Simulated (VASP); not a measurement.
Wanted: the native input for a VASP 6.6.1 run.

| Property | Result |
| --- | --- |
| Task | single point |
| Functional | HSE06 |
| Potentials or basis | VASP PAW PBE potentials, release 64 (Te, Cd) |
| Cutoff | 520 eV |
| k mesh | 4 × 4 × 4 |
| Occupations | fermi-dirac, width 0.05 eV |
| Spin | no spin polarisation |
| Dipole correction | no |
| Grid for exact exchange (PRECFOCK) | Normal |
| Further INCAR settings | ALGO = Normal; EDIFF = 1e-07; NBANDS = 16 |
| Share of exact exchange | 0.25 |
| Screening parameter | 0.2079 1/Å |

CdTe:

```
Te Cd
1.0
     0.00000    3.20500    3.20500
     3.20500    0.00000    3.20500
     3.20500    3.20500    0.00000
Te Cd
1 1
Direct
  0.75000 0.75000 0.75000
  0.00000 0.00000 0.00000
```

One way to write it, as run:

POSCAR

```
CdTe
1.0
    0.0000000000      3.2050000000      3.2050000000
    3.2050000000      0.0000000000      3.2050000000
    3.2050000000      3.2050000000      0.0000000000
Te Cd
1 1
Direct
    0.7500000000      0.7500000000      0.7500000000
    0.0000000000      0.0000000000      0.0000000000
```

INCAR.step1

```
PREC = Accurate
ENCUT = 520
EDIFF = 1E-5
ISMEAR = -1
SIGMA = 0.05
LREAL = False
LASPH = True
NELM = 100
ALGO = Normal
ISIF = 2
LWAVE = True
NBANDS = 16
GGA = PE
```

INCAR.step2

```
PREC = Accurate
ENCUT = 520
EDIFF = 1E-7
ISMEAR = -1
SIGMA = 0.05
LREAL = False
LASPH = True
NELM = 100
ALGO = Normal
ISIF = 2
LWAVE = False
LCHARG = True
GGA = PE
LHFCALC = True
HFSCREEN = 0.2079
PRECFOCK = Normal
LELF = True
LVHAR = True
NBANDS = 16
ISTART = 1
```

KPOINTS

```
regular mesh
0
Gamma
  4 4 4
```

Potentials or basis: VASP PAW PBE potentials, release 64 (Te, Cd).

The run is started by

```sh
$ cat potpaw_PBE.64/Te/POTCAR potpaw_PBE.64/Cd/POTCAR > POTCAR
$ cp INCAR.step1 INCAR
$ mpirun -np 1 vasp_std > vasp.out
$ cp INCAR.step2 INCAR
$ mpirun -np 1 vasp_std > vasp.out
```

Results of the run:

```
Pressure               : 3.5 GPa
Band gap on the k mesh : 1.67 eV
```

Caveat: the k points lie up to 0.42 Å⁻¹ apart; the PAW data sets were made with another functional, which shifts forces and pressure a little; spin-orbit coupling is left out, which moves the levels of the heavy elements.

It took 12 min on 1 thread of Intel(R) Xeon(R) Platinum 8259CL CPU @ 2.50GHz (Skylake/Cascade Lake), with other jobs on the host, peak memory 0.32 GiB.
